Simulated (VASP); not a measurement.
# SiNi3 (P4/mmm) in VASP: a series of runs, part 2 of 2

VASP 6.6.1.

## 3. Single point, PBE (biaxial strain in the a-b plane: +3.0 %, then relaxed in part)

The input, INCAR:

```
SYSTEM = SiNi3
PREC = Accurate
ENCUT = 520
EDIFF = 1E-6
ISMEAR = 0
SIGMA = 0.1
LREAL = .False.
LASPH = .True.
NELM = 60
ALGO = Fast
ISIF = 2
LWAVE = .False.
LCHARG = .False.
GGA = PE
NBANDS = 25
```

The input, KPOINTS:

```
Automatic mesh
0
Gamma
  14 14 14
  0 0 0
```

The input, POSCAR:

```
SiNi3
1.0
    3.6114474376      0.0000000000      0.0000000000
    0.0000000000      3.6114474376      0.0000000000
    0.0000000000      0.0000000000      3.3958618970
Si Ni
1 3
Direct
    0.0000000000      0.0000000000      0.0000000000
    0.0000000000      0.5000000000      0.5000000000
    0.5000000000      0.0000000000      0.5000000000
    0.5000000000      0.5000000000      0.0000000000
```

Potentials or basis: VASP PAW PBE potentials, release 64 (Si, Ni).

Command:

```console
cat potpaw_PBE.64/Si/POTCAR potpaw_PBE.64/Ni/POTCAR > POTCAR
mpirun -np 1 vasp_std > vasp.out
```

OUTCAR:

```text
SYSTEM = SiNi3
   PREC = Accurate
   ENCUT = 520
   EDIFF = 1E-6
   ISMEAR = 0
   LREAL = .False.
   LASPH = .True.
   NELM = 60
   ISIF = 2
   GGA = PE

 ion  position               nearest neighbor table
   1  0.000  0.000  0.000-   2 2.48   3 2.48   2 2.48   3 2.48   2 2.48   2 2.48   3 2.48   3 2.48
                             4 2.55   4 2.55   4 2.55   4 2.55
   2  0.000  0.500  0.500-   1 2.48   4 2.48   1 2.48   4 2.48   1 2.48   1 2.48   4 2.48   4 2.48
                             3 2.55   3 2.55   3 2.55   3 2.55
   3  0.500  0.000  0.500-   1 2.48   4 2.48   1 2.48   4 2.48   4 2.48   4 2.48   1 2.48   1 2.48
                             2 2.55   2 2.55   2 2.55   2 2.55
   4  0.500  0.500  0.000-   2 2.48   3 2.48   2 2.48   3 2.48   3 2.48   3 2.48   2 2.48   2 2.48
                             1 2.55   1 2.55   1 2.55   1 2.55

  LATTYP: Found a simple tetragonal cell.
 ALAT       =     3.6114474376
 C/A-ratio  =     0.9403049485

  Lattice vectors:

 A1 = (   3.6114474376,   0.0000000000,   0.0000000000)
 A2 = (   0.0000000000,   3.6114474376,   0.0000000000)
 A3 = (   0.0000000000,   0.0000000000,   3.3958618970)

Analysis of symmetry for initial positions (statically):
=====================================================================
 Subroutine PRICEL returns:
 Original cell was already a primitive cell.

 Routine SETGRP: Setting up the symmetry group for a
 simple tetragonal supercell.

 Subroutine GETGRP returns: Found 16 space group operations
 (whereof 16 operations were pure point group operations)
 out of a pool of 16 trial point group operations.

The static configuration has the point symmetry D_4h.

Analysis of symmetry for dynamics (positions and initial velocities):
=====================================================================
 Subroutine PRICEL returns:
 Original cell was already a primitive cell.

 Routine SETGRP: Setting up the symmetry group for a
 simple tetragonal supercell.

 Subroutine GETGRP returns: Found 16 space group operations
 (whereof 16 operations were pure point group operations)
 out of a pool of 16 trial point group operations.

The dynamic configuration has the point symmetry D_4h.

 Subroutine INISYM returns: Found 16 space group operations
[... 126 lines left out ...]
   GGA     = PE    functional components
   LHFCALC =     F    Hartree Fock is set to
   AEXX    =    0.0000 exact exchange contribution
   IVDW    =     0    specifies the selected vdW correction
   LEPSILON=     F    determine dielectric tensor
   LRPA    =     F    only Hartree local field effects (RPA)
 non-spin polarized calculation
 RMM-DIIS sequential band-by-band and
 Gauss-broadening in eV      SIGMA  =   0.10
  energy-cutoff  :      520.00
  volume of cell :       44.29
 maximum number of plane-waves:      1209
 NGX is ok and might be reduce to    28
   NGX = 13   NGY = 13   NGZ = 13

 number of electron      34.0000053 magnetization

 Free energy of the ion-electron system (eV)
  ---------------------------------------------------
  ext. energy  EPLUGINS =         0.00000000
  ---------------------------------------------------
  free energy    TOTEN  =       -23.62045535 eV

  energy without entropy =      -23.61166782  energy(sigma->0) =      -23.61606158

 E-fermi :  10.2679     XC(G=0): -12.9483

 val. band max:       10.2629340862   @ k =   0.5000   0.0714   0.0714
 cond. band min:      10.2723067380   @ k =   0.5000   0.3571   0.5000
 fundamental gap:      0.0093726518
 Fermi energy:        10.2678506261

 k-point     1 :       0.0000    0.0000    0.0000
  band No.  band energies     occupation
      1      -1.4663      2.00000
      2       5.5425      2.00000
      3       6.3327      2.00000
      4       6.4020      2.00000
      5       6.8169      2.00000
      6       6.9100      2.00000
[... 661 lines left out ...]
     24      19.7436      0.00000
     25      20.8518      0.00000

 [... further k-points ...]

------------------------ aborting loop because EDIFF is reached ----------------------------------------

  FORCE on cell =-STRESS in cart. coord.  units (eV):
  Direction    XX          YY          ZZ          XY          YZ          ZX
  --------------------------------------------------------------------------------------
  -------------------------------------------------------------------------------------
  Total       -2.1059160     -2.1059160     -0.0149693      0.0000000      0.0000000     -0.0000000
  in kB      -76.1796563    -76.1796563     -0.5414995      0.0000000      0.0000000     -0.0000000
  external PRESSURE =     -50.9669374 kB  Pullay stress =       0.0000000 kB

 VOLUME and BASIS-vectors are now :
 -----------------------------------------------------------------------------
  energy-cutoff  :      520.00
  volume of cell :       44.29
      direct lattice vectors                 reciprocal lattice vectors
     3.611447438  0.000000000  0.000000000     0.276897288  0.000000000  0.000000000
     0.000000000  3.611447438  0.000000000     0.000000000  0.276897288  0.000000000
     0.000000000  0.000000000  3.395861897     0.000000000  0.000000000  0.294476051

 POSITION                                       TOTAL-FORCE (eV/Angst)
 -----------------------------------------------------------------------------------
      0.00000      0.00000      0.00000         0.000000      0.000000      0.000000
      0.00000      1.80572      1.69793         0.000000      0.000000      0.000000
      1.80572      0.00000      1.69793         0.000000      0.000000      0.000000
      1.80572      1.80572      0.00000         0.000000      0.000000      0.000000
 -----------------------------------------------------------------------------------
    total drift:                                0.000000      0.000000      0.000000

  FREE ENERGIE OF THE ION-ELECTRON SYSTEM (eV)
  ---------------------------------------------------
  free  energy   TOTEN  =       -23.6204553454 eV

  energy  without entropy=      -23.6116678208  energy(sigma->0) =      -23.61606158
```

stdout:

```text
POSCAR found type information on POSCAR SiNi
 POSCAR found :  2 types and       4 ions
 scaLAPACK will be used
 LDA part: xc-table for (Slater+PW92), standard interpolation
 POSCAR, INCAR and KPOINTS ok, starting setup
 FFT: planning ... GRIDC
 FFT: planning ... GRID_SOFT
 FFT: planning ... GRID
 WAVECAR not read
 entering main loop
```

Wall time 2.4 min (1 thread of Intel Xeon 6975P-C (Granite Rapids), shared host); peak memory 0.35 GiB.

What came out:

- Free energy: -23.6205 eV
- Pressure: -5.1 GPa
- Band gap on the k mesh: zero (bands 17 and 18 overlap by 0.36 eV)

Caveat: the cell differs from its parent crystal (biaxial strain in the a-b plane: +3.0 %, then relaxed in part); the stress differs along the axes, from -8 to -0 GPa. Spin polarisation is off, so any magnetic state and its effect on volume and gap are missing.
